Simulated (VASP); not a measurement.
Set up this calculation in VASP 6.6.1, as the native input.

```yaml
Task: relaxation of the atoms
Functional: PBEsol
Dispersion: D4
Potentials_or_basis: VASP PAW PBE potentials, release 64 (Hf_pv, C)
Cutoff: 520 eV
k_mesh: 8 × 8 × 8
Occupations: fermi-dirac, width 0.15 eV
Spin: no spin polarisation
Hubbard_terms: Hf d U = 1.0 eV
Dipole_correction: no
Further_INCAR_settings: ALGO = Normal; EDIFF = 1e-06; IBRION = 2; EDIFFG = -0.01; NSW = 80
```

The structure of HfC lies in POSCAR:

```
HfC
1.0
    0.0000000000      2.3250000000      2.3250000000
    2.3250000000      0.0000000000      2.3250000000
    2.3250000000      2.3250000000      0.0000000000
Hf C
1 1
Direct
    0.4844870000      0.5272540000      0.4987720000
    0.0020070000      0.0190630000     -0.0238700000
```

This cell differs from its parent crystal: atoms moved at random.

The input as run:

INCAR

```
SYSTEM = HfC
  PREC = Accurate
  ENCUT = 520
  EDIFF = 1E-6
  ISMEAR = -1
  SIGMA = 0.15
  LREAL = .False.
  LASPH = .True.
  NELM = 150
  ALGO = Normal
  ISIF = 2
  LWAVE = .False.
  LCHARG = .False.
  LMAXMIX = 4
  LDAU = .True.
  LDAUTYPE = 2
  LDAUL = 2 -1
  LDAUU = 1 0
  LDAUJ = 0 0
  LDAUPRINT = 1
  GGA = PS
  IVDW = 13
  IBRION = 2
  NSW = 80
  EDIFFG = -0.01
```

KPOINTS

```
regular mesh
0
Gamma
  8 8 8
  0 0 0
```

Potentials or basis: VASP PAW PBE potentials, release 64 (Hf_pv, C).

The run is started by

```console
$ cat potpaw_PBE.64/Hf_pv/POTCAR potpaw_PBE.64/C/POTCAR > POTCAR
$ mpirun -np 1 vasp_std > vasp.out
```

It gave:

| Property | Result |
| --- | --- |
| Energy gained by relaxing | 11.5 meV/atom |
| Ionic steps | 3 |
| Pressure after relaxing | -5.4 GPa |
| Band gap on the k mesh | zero (band 7 reaches 6.92 eV, above the bottom of band 8 at 5.50 eV) |
| Dispersion energy per atom | -0.144 eV |

Caveat: the cell differs from its parent crystal (atoms moved at random); the PAW data sets were made with another functional, which shifts forces and pressure a little; spin-orbit coupling is left out, which moves the levels of the heavy elements; U without spin polarisation on a metal has little footing; pairwise dispersion overbinds metals, which lowers pressure and volume; the U is typed as a test and isn't derived for this compound.

It took 110 s on 1 thread of Oxide Virtual Turin-like Processor, on a shared host, peak memory 0.17 GiB.
